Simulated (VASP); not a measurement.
Write the native input for VASP 6.6.1 that does the following.

| Property | Result |
| --- | --- |
| Task | single point |
| Functional | PBE |
| Potentials or basis | VASP PAW PBE potentials, release 64 (B, As) |
| Cutoff | 420 eV |
| k mesh | 1 × 1 × 1, shifted |
| Occupations | fermi-dirac, width 0.05 eV |
| Spin | no spin polarisation |
| Dipole correction | no |
| Mended | yes |
| Further INCAR settings | LREAL = Auto; ALGO = Normal; EDIFF = 1e-06; NBANDS = 61; ISYM = -1 |

The structure of BAs3 lies in POSCAR:

```
BAs3
1.0
    7.1150020000      0.1216840000     -0.0762260000
    0.1216840000      7.4579790000      0.0655730000
   -0.0762260000      0.0655730000      7.5605040000
B As
5 15
Direct
    0.1473775287      0.4462876337      0.8049153311
    0.2055893113      0.4686217366      0.6110136729
    0.2492482750      0.4283242706     -0.0022408967
    0.1658046740      0.4104768305      0.4055578080
    0.1094693028      0.6185338298      0.4539524466
    0.6618664295      0.4702863757      0.1993584478
    0.9297630058      0.2573285132      0.3680031533
    0.5803201393      0.9350840475      0.0910151250
    0.8684640462      0.7022975297      0.9391913270
    0.9456235080      0.2799216571      0.6818951216
    0.6242646523      0.4293221135      0.5984425454
    0.0138649473      1.0070707439      0.9574885774
    0.3717195215      0.6627733523      0.9814243409
    0.9547284062      0.9483042957      0.2684383171
    0.3308287810      0.3042843844      0.2231388165
    0.3604575661      0.7175916906      0.6530938412
    0.3319748661      0.9528535725      0.3148252615
    0.8297903381      0.6799666867      0.4548445636
    0.6989416598      0.8962331074      0.6935368110
    0.6894225390      0.2116998502      0.9610399159
```

One way to write it, as run:

INCAR

```
PREC = Accurate ; ENCUT = 420
EDIFF = 1E-6 ; ISMEAR = -1
SIGMA = 0.05 ; LREAL = Auto
LASPH = True ; NELM = 120
ALGO = Normal ; ISIF = 2
LWAVE = False ; LCHARG = False
GGA = PE ; ISYM = -1
NBANDS = 61 ; GGA_COMPAT = False
```

KPOINTS

```
explicit points
1
Reciprocal
  0.25000000   0.25000000   0.25000000 1
```

Potentials or basis: VASP PAW PBE potentials, release 64 (B, As).

The run is started by

```sh
$ cat potpaw_PBE.64/B/POTCAR potpaw_PBE.64/As/POTCAR > POTCAR
$ mpirun -np 1 vasp_std > vasp.out
```

Results of the run:

- Pressure: 3.0 GPa
- Largest force: 1.349 eV/Å

Caveat: the atoms stand as in a frame of molecular dynamics.

Wall time 32 s on 1 thread of Intel(R) Xeon(R) 6975P-C (Granite Rapids), with other jobs on the host, peak memory 0.31 GiB.
